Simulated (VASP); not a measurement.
# Au (P6_3/mmc) in VASP: a series of runs, part 2 of 2

VASP 6.6.1. The steps go on from the part before.

**4. Single point, r2SCAN (19.66 Å³/atom)**

This run uses another cell than the first one, of 19.66 Å³/atom.

Contents of POSCAR:

```
Au
1.0
    3.0042118584      0.0000000000      0.0000000000
   -1.5021059292      2.6017237878      0.0000000000
    0.0000000000      0.0000000000     10.0604346174
Au
4
Direct
    1.0000000000      1.0000000000      0.0000000000
    1.0000000000      1.0000000000      0.5000000000
    0.3333333333      0.6666666667      0.2500000000
    0.6666666667      0.3333333333      0.7500000000
```

Contents of INCAR.step1:

```
PREC = Accurate
ENCUT = 520
ISMEAR = -1
SIGMA = 0.1
LREAL = False
LASPH = True
NELM = 80
NBANDS = 30
GGA = PE
ALGO = Normal
EDIFF = 1E-4
LWAVE = True
LCHARG = False
```

Contents of INCAR.step2:

```
PREC = Accurate
ENCUT = 520
EDIFF = 1E-6
ISMEAR = -1
SIGMA = 0.1
LREAL = False
LASPH = True
NELM = 80
ALGO = Normal
ISIF = 2
LWAVE = False
LCHARG = False
METAGGA = R2SCAN
LMIXTAU = True
NBANDS = 30
ISTART = 1
```

Contents of KPOINTS:

```
Automatic mesh
0
Gamma
  14 14 4
```

Potentials or basis: VASP PAW PBE potentials, release 64 (Au).

Command:

```
$ cat potpaw_PBE.64/Au/POTCAR > POTCAR
$ cp INCAR.step1 INCAR
$ mpirun -np 1 vasp_std > vasp.out
$ cp INCAR.step2 INCAR
$ mpirun -np 1 vasp_std > vasp.out
```

OUTCAR:

```text
PREC = Accurate
   ENCUT = 520
   EDIFF = 1E-6
   ISMEAR = -1
   LREAL = False
   LASPH = True
   NELM = 80
   ISIF = 2
   METAGGA = R2SCAN
   ISTART = 1

 ion  position               nearest neighbor table
   1  0.000  0.000  0.000-   3 3.06   4 3.06   4 3.06   3 3.06   4 3.06   3 3.06
   2  0.000  0.000  0.500-   3 3.06   4 3.06   4 3.06   3 3.06   4 3.06   3 3.06
   3  0.333  0.667  0.250-   1 3.06   2 3.06   1 3.06   2 3.06   1 3.06   2 3.06
   4  0.667  0.333  0.750-   1 3.06   2 3.06   1 3.06   2 3.06   1 3.06   2 3.06

  LATTYP: Found a hexagonal cell.
 ALAT       =     3.0042118584
 C/A-ratio  =     3.3487766814

  Lattice vectors:

 A1 = (   3.0042118584,   0.0000000000,   0.0000000000)
 A2 = (  -1.5021059292,   2.6017237878,   0.0000000000)
 A3 = (   0.0000000000,   0.0000000000,  10.0604346174)

Analysis of symmetry for initial positions (statically):
=====================================================================
 Subroutine PRICEL returns:
 Original cell was already a primitive cell.

 Routine SETGRP: Setting up the symmetry group for a
 hexagonal supercell.

 Subroutine GETGRP returns: Found 24 space group operations
 (whereof 12 operations were pure point group operations)
 out of a pool of 24 trial point group operations.

The static configuration has the point symmetry D_3d.
 The point group associated with its full space group is D_6h.

Analysis of symmetry for dynamics (positions and initial velocities):
=====================================================================
 Subroutine PRICEL returns:
 Original cell was already a primitive cell.

 Routine SETGRP: Setting up the symmetry group for a
 hexagonal supercell.

 Subroutine GETGRP returns: Found 24 space group operations
 (whereof 12 operations were pure point group operations)
 out of a pool of 24 trial point group operations.

The dynamic configuration has the point symmetry D_3d.
[... 121 lines left out ...]
   IALGO  =     38    algorithm
   IMIX   =      4    mixing-type and parameters
     AMIX     =   0.40;   BMIX     =  1.00
     AMIX_MAG =   1.60;   BMIX_MAG =  1.00
  volume/ion in A,a.u.               =      19.66       132.66
  Fermi-wavevector in a.u.,A,eV,Ry     =   1.349034  2.549305 24.761144  1.819893
  Thomas-Fermi vector in A             =   2.476654
   LORBIT       =      0    0 simple, 1 ext, 2 COOP (PROOUT), +10 PAW based schemes
   METAGGA = R2SCAN    functional components
   LHFCALC =     F    Hartree Fock is set to
   AEXX    =    0.0000 exact exchange contribution
   IVDW    =     0    specifies the selected vdW correction
   LEPSILON=     F    determine dielectric tensor
   LRPA    =     F    only Hartree local field effects (RPA)
 non-spin polarized calculation
  energy-cutoff  :      520.00
  volume of cell :       78.63
 maximum number of plane-waves:      2149
 NGX is ok and might be reduce to    24
   NGX = 11   NGY = 11   NGZ = 37

 number of electron      44.0000013 magnetization

 Free energy of the ion-electron system (eV)
  ---------------------------------------------------
  ext. energy  EPLUGINS =         0.00000000
  ---------------------------------------------------
  free energy    TOTEN  =      -202.02421654 eV

  energy without entropy =     -201.98104395  energy(sigma->0) =     -202.00263024

 E-fermi :   7.1230     XC(G=0): -12.6305

 val. band max:        7.1168193431   @ k =   0.4286   0.0714   0.2500
 cond. band min:       7.1343653197   @ k =   0.2143   0.0714   0.5000
 fundamental gap:      0.0175459767
 Fermi energy:         7.1230050444

 k-point     1 :       0.0000    0.0000    0.0000
  band No.  band energies     occupation
      1      -1.4777      2.00000
      2       0.0690      2.00000
      3       0.0698      2.00000
      4       0.7103      2.00000
      5       2.7785      2.00000
      6       2.8569      2.00000
[... 781 lines left out ...]
     29      13.4728      0.00000
     30      15.6961      0.00000

 [... further k-points ...]

------------------------ aborting loop because EDIFF is reached ----------------------------------------

  FORCE on cell =-STRESS in cart. coord.  units (eV):
  Direction    XX          YY          ZZ          XY          YZ          ZX
  --------------------------------------------------------------------------------------
  -------------------------------------------------------------------------------------
  Total       -5.9492672     -5.9492672     -5.9219342      0.0000000     -0.0000000      0.0000000
  in kB     -121.2175696   -121.2175696   -120.6606537      0.0000000     -0.0000000      0.0000000
  external PRESSURE =    -121.0319310 kB  Pullay stress =       0.0000000 kB

 VOLUME and BASIS-vectors are now :
 -----------------------------------------------------------------------------
  energy-cutoff  :      520.00
  volume of cell :       78.63
      direct lattice vectors                 reciprocal lattice vectors
     3.004211858  0.000000000  0.000000000     0.332866005  0.192180278  0.000000000
    -1.502105929  2.601723788  0.000000000     0.000000000  0.384360555  0.000000000
     0.000000000  0.000000000 10.060434617     0.000000000  0.000000000  0.099399284

 POSITION                                       TOTAL-FORCE (eV/Angst)
 -----------------------------------------------------------------------------------
      0.00000      0.00000      0.00000         0.000000      0.000000      0.000000
      0.00000      0.00000      5.03022         0.000000      0.000000      0.000000
     -0.00000      1.73448      2.51511        -0.000000      0.000000      0.000000
      1.50211      0.86724      7.54533         0.000000     -0.000000     -0.000000
 -----------------------------------------------------------------------------------
    total drift:                               -0.000000      0.000000     -0.000000

  FREE ENERGIE OF THE ION-ELECTRON SYSTEM (eV)
  ---------------------------------------------------
  free  energy   TOTEN  =      -202.0242165416 eV

  energy  without entropy=     -201.9810439461  energy(sigma->0) =     -202.00263024
```

OUTCAR.step1:

```text
PREC = Accurate
   ENCUT = 520
   ISMEAR = -1
   LREAL = False
   LASPH = True
   NELM = 80
[... 1022 lines left out ...]
      0.00000      0.00000      5.03022         0.000000      0.000000     -0.000000
     -0.00000      1.73448      2.51511        -0.000000      0.000000      0.000000
      1.50211      0.86724      7.54533         0.000000     -0.000000     -0.000000
 -----------------------------------------------------------------------------------
    total drift:                               -0.000000      0.000000     -0.000000

  FREE ENERGIE OF THE ION-ELECTRON SYSTEM (eV)
  ---------------------------------------------------
  free  energy   TOTEN  =       -12.6609994104 eV

  energy  without entropy=      -12.6138664033  energy(sigma->0) =      -12.63743291
```

Run time: 4.9 min. Hardware: 1 thread of Intel Xeon Platinum 8488C (Sapphire Rapids), shared host; peak memory 0.29 GiB.

What came out:

| Item | Value |
| --- | --- |
| Free energy | -202.0242 eV |
| Pressure | -12.1 GPa |
| Band gap on the k mesh | zero (bands 22 and 23 overlap by 4.69 eV) |

Caveat: the cell stands under tension; the PAW data sets were made with another functional, which shifts forces and pressure a little; spin-orbit coupling is left out, which moves the levels of the heavy elements.

**5. Single point, r2SCAN**

This run uses another cell than the first one, of 17.55 Å³/atom.

Contents of POSCAR:

```
Au
1.0
    2.8928408964      0.0000000000      0.0000000000
   -1.4464204482      2.5052737054      0.0000000000
    0.0000000000      0.0000000000      9.6874781368
Au
4
Direct
    1.0000000000      1.0000000000      0.0000000000
    1.0000000000      1.0000000000      0.5000000000
    0.3333333333      0.6666666667      0.2500000000
    0.6666666667      0.3333333333      0.7500000000
```

Contents of INCAR.step1:

```
PREC = Accurate ; ENCUT = 520
ISMEAR = -1 ; SIGMA = 0.1
LREAL = F ; LASPH = T
NELM = 100 ; NBANDS = 30
GGA = PE ; ALGO = Normal
EDIFF = 1E-4 ; LWAVE = T
LCHARG = F
```

Contents of INCAR.step2:

```
PREC = Accurate ; ENCUT = 520
EDIFF = 1E-7 ; ISMEAR = -1
SIGMA = 0.1 ; LREAL = F
LASPH = T ; NELM = 100
ALGO = Normal ; ISIF = 2
LWAVE = F ; LCHARG = F
METAGGA = R2SCAN ; LMIXTAU = T
NBANDS = 30 ; ISTART = 1
```

Contents of KPOINTS:

```
Automatic mesh
0
Gamma
  16 16 5
```

Command:

```
$ cat potpaw_PBE.64/Au/POTCAR > POTCAR
$ cp INCAR.step1 INCAR
$ mpirun -np 1 vasp_std > vasp.out
$ cp INCAR.step2 INCAR
$ mpirun -np 1 vasp_std > vasp.out
```

It took 6 min on 1 thread of Intel Xeon Platinum 8488C (Sapphire Rapids), shared host; peak memory 0.29 GiB.

Results (log left out):

```
Free energy            : -202.3793 eV
Pressure               : 0.4 GPa
Band gap on the k mesh : zero (bands 22 and 23 overlap by 5.47 eV)
```

Stress tensor (GPa, compression positive):
```
 0.63  0.00  0.00
 0.00  0.63  0.00
 0.00  0.00 -0.16
```

Levels at points of the mesh, in eV from the Fermi level:
| k point | band 20 | band 21 | band 22 | band 23 | band 24 | band 25 | band 26 | band 27 |
| --- | --- | --- | --- | --- | --- | --- | --- | --- |
| (0.00, 0.00, 0.00) | -2.81 | -2.81 | -2.25 | -2.25 | -0.81 | 2.67 | 10.96 | 11.02 |
| (0.50, 0.00, 0.00) | -1.86 | -0.26 | 0.53 | 1.19 | 1.50 | 3.70 | 3.93 | 6.28 |

Caveat: the PAW data sets were made with another functional, which shifts forces and pressure a little; spin-orbit coupling is left out, which moves the levels of the heavy elements.

**6. Single point, r2SCAN (15.45 Å³/atom)**

This run uses another cell than the first one, of 15.45 Å³/atom.

Contents of POSCAR:

```
Au
1.0
    2.7721630629      0.0000000000      0.0000000000
   -1.3860815314      2.4007636359      0.0000000000
    0.0000000000      0.0000000000      9.2833550219
Au
4
Direct
    1.0000000000      1.0000000000      0.0000000000
    1.0000000000      1.0000000000      0.5000000000
    0.3333333333      0.6666666667      0.2500000000
    0.6666666667      0.3333333333      0.7500000000
```

Contents of INCAR.step1:

```
PREC = Accurate ; ENCUT = 520
ISMEAR = -1 ; SIGMA = 0.1
LREAL = False ; LASPH = True
NELM = 100 ; NBANDS = 30
GGA = PE ; ALGO = Normal
EDIFF = 1E-4 ; LWAVE = True
LCHARG = False
```

Contents of INCAR.step2:

```
PREC = Accurate ; ENCUT = 520
EDIFF = 1E-6 ; ISMEAR = -1
SIGMA = 0.1 ; LREAL = False
LASPH = True ; NELM = 100
ALGO = Normal ; ISIF = 2
LWAVE = False ; LCHARG = False
METAGGA = R2SCAN ; LMIXTAU = True
NBANDS = 30 ; ISTART = 1
```

Contents of KPOINTS:

```
Automatic mesh
0
Gamma
  14 14 4
```

Potentials or basis: VASP PAW PBE potentials, release 64 (Au).

Command:

```
$ cat potpaw_PBE.64/Au/POTCAR > POTCAR
$ cp INCAR.step1 INCAR
$ mpirun -np 1 vasp_std > vasp.out
$ cp INCAR.step2 INCAR
$ mpirun -np 1 vasp_std > vasp.out
```

OUTCAR:

```text
PREC = Accurate
   ENCUT = 520
   EDIFF = 1E-6
   ISMEAR = -1
   LREAL = False
   LASPH = True
   NELM = 100
   ISIF = 2
   METAGGA = R2SCAN
   ISTART = 1

 ion  position               nearest neighbor table
   1  0.000  0.000  0.000-   3 2.82   4 2.82   3 2.82   4 2.82   4 2.82   3 2.82
   2  0.000  0.000  0.500-   3 2.82   4 2.82   3 2.82   4 2.82   4 2.82   3 2.82
   3  0.333  0.667  0.250-   1 2.82   2 2.82   1 2.82   2 2.82   1 2.82   2 2.82
   4  0.667  0.333  0.750-   1 2.82   2 2.82   1 2.82   2 2.82   1 2.82   2 2.82

  LATTYP: Found a hexagonal cell.
 ALAT       =     2.7721630629
 C/A-ratio  =     3.3487766813

  Lattice vectors:

 A1 = (   2.7721630629,   0.0000000000,   0.0000000000)
 A2 = (  -1.3860815314,   2.4007636359,   0.0000000000)
 A3 = (   0.0000000000,   0.0000000000,   9.2833550219)

Analysis of symmetry for initial positions (statically):
=====================================================================
 Subroutine PRICEL returns:
 Original cell was already a primitive cell.

 Routine SETGRP: Setting up the symmetry group for a
 hexagonal supercell.

 Subroutine GETGRP returns: Found 24 space group operations
 (whereof 12 operations were pure point group operations)
 out of a pool of 24 trial point group operations.

The static configuration has the point symmetry D_3d.
 The point group associated with its full space group is D_6h.

Analysis of symmetry for dynamics (positions and initial velocities):
=====================================================================
 Subroutine PRICEL returns:
 Original cell was already a primitive cell.

 Routine SETGRP: Setting up the symmetry group for a
 hexagonal supercell.

 Subroutine GETGRP returns: Found 24 space group operations
 (whereof 12 operations were pure point group operations)
 out of a pool of 24 trial point group operations.

The dynamic configuration has the point symmetry D_3d.
[... 121 lines left out ...]
   IALGO  =     38    algorithm
   IMIX   =      4    mixing-type and parameters
     AMIX     =   0.40;   BMIX     =  1.00
     AMIX_MAG =   1.60;   BMIX_MAG =  1.00
  volume/ion in A,a.u.               =      15.45       104.23
  Fermi-wavevector in a.u.,A,eV,Ry     =   1.461957  2.762699 29.079991  2.137319
  Thomas-Fermi vector in A             =   2.578227
   LORBIT       =      0    0 simple, 1 ext, 2 COOP (PROOUT), +10 PAW based schemes
   METAGGA = R2SCAN    functional components
   LHFCALC =     F    Hartree Fock is set to
   AEXX    =    0.0000 exact exchange contribution
   IVDW    =     0    specifies the selected vdW correction
   LEPSILON=     F    determine dielectric tensor
   LRPA    =     F    only Hartree local field effects (RPA)
 non-spin polarized calculation
  energy-cutoff  :      520.00
  volume of cell :       61.78
 maximum number of plane-waves:      1683
 NGX is ok and might be reduce to    24
   NGX = 11   NGY = 11   NGZ = 35

 number of electron      44.0000013 magnetization

 Free energy of the ion-electron system (eV)
  ---------------------------------------------------
  ext. energy  EPLUGINS =         0.00000000
  ---------------------------------------------------
  free energy    TOTEN  =      -201.69410076 eV

  energy without entropy =     -201.65415011  energy(sigma->0) =     -201.67412543

 E-fermi :  11.0849     XC(G=0): -14.3402

 val. band max:       11.0121393868   @ k =   0.2857   0.2143   0.2500
 cond. band min:      11.0993332479   @ k =   0.3571   0.1429   0.5000
 fundamental gap:      0.0871938611
 Fermi energy:        11.0848894141

 k-point     1 :       0.0000    0.0000    0.0000
  band No.  band energies     occupation
      1      -0.1810      2.00000
      2       1.6944      2.00000
      3       1.7066      2.00000
      4       2.3722      2.00000
      5       5.3137      2.00000
      6       5.3242      2.00000
[... 781 lines left out ...]
     29      18.4976      0.00000
     30      21.0958      0.00000

 [... further k-points ...]

------------------------ aborting loop because EDIFF is reached ----------------------------------------

  FORCE on cell =-STRESS in cart. coord.  units (eV):
  Direction    XX          YY          ZZ          XY          YZ          ZX
  --------------------------------------------------------------------------------------
  -------------------------------------------------------------------------------------
  Total       11.5930495     11.5930495     10.6315847      0.0000000      0.0000000     -0.0000000
  in kB      300.6319507    300.6319507    275.6991646      0.0000000      0.0000000     -0.0000000
  external PRESSURE =     292.3210220 kB  Pullay stress =       0.0000000 kB

 VOLUME and BASIS-vectors are now :
 -----------------------------------------------------------------------------
  energy-cutoff  :      520.00
  volume of cell :       61.78
      direct lattice vectors                 reciprocal lattice vectors
     2.772163063  0.000000000  0.000000000     0.360729141  0.208267067  0.000000000
    -1.386081531  2.400763636  0.000000000     0.000000000  0.416534133  0.000000000
     0.000000000  0.000000000  9.283355022     0.000000000  0.000000000  0.107719677

 POSITION                                       TOTAL-FORCE (eV/Angst)
 -----------------------------------------------------------------------------------
      0.00000      0.00000      0.00000         0.000000      0.000000     -0.000000
      0.00000      0.00000      4.64168         0.000000      0.000000     -0.000000
     -0.00000      1.60051      2.32084         0.000000      0.000000     -0.000000
      1.38608      0.80025      6.96252        -0.000000      0.000000      0.000000
 -----------------------------------------------------------------------------------
    total drift:                               -0.000000      0.000000      0.000000

  FREE ENERGIE OF THE ION-ELECTRON SYSTEM (eV)
  ---------------------------------------------------
  free  energy   TOTEN  =      -201.6941007608 eV

  energy  without entropy=     -201.6541501092  energy(sigma->0) =     -201.67412543
```

It took 2.5 min on 1 thread of Intel Xeon 6975P-C (Granite Rapids), shared host; peak memory 0.26 GiB.

Results:

* Free energy: -201.6941 eV
* Pressure: 29.2 GPa
* Band gap on the k mesh: zero (bands 22 and 23 overlap by 5.71 eV)

Stress tensor (GPa, compression positive):
```
30.06  0.00  0.00
 0.00 30.06  0.00
 0.00  0.00 27.57
```

Caveat: the cell stands under pressure; the PAW data sets were made with another functional, which shifts forces and pressure a little; spin-orbit coupling is left out, which moves the levels of the heavy elements.

**7. Summary**

```csv
cell,k mesh,gap on the mesh (eV),pressure (GPa)
"a = 2.931, b = 2.931, c = 9.815 Å, angles 90.0, 90.0, 120.0°, 4 atoms",14 × 14 × 4,none,-5.0
"a = 2.968, b = 2.968, c = 9.939 Å, angles 90.0, 90.0, 120.0°, 4 atoms",14 × 14 × 4,none,-9.1
"a = 3.004, b = 3.004, c = 10.060 Å, angles 90.0, 90.0, 120.0°, 4 atoms",14 × 14 × 4,none,-12.1
"a = 2.893, b = 2.893, c = 9.687 Å, angles 90.0, 90.0, 120.0°, 4 atoms",16 × 16 × 5,none,0.4
"a = 2.772, b = 2.772, c = 9.283 Å, angles 90.0, 90.0, 120.0°, 4 atoms",14 × 14 × 4,none,29.2
```

Alike in all rows: task single point; level r2SCAN; potentials or basis VASP PAW PBE potentials, release 64 (Au); no spin polarisation; cutoff (eV) 520; smearing fermi-dirac 0.1 eV.

Caveats: the PAW data sets were made with another functional, which shifts forces and pressure a little; spin-orbit coupling is left out, which moves the levels of the heavy elements; the cell stands under tension (at least some runs); the cell stands under pressure (at least some runs).

Total energies depend on the potentials used, so only differences within one code and one set of settings carry meaning.
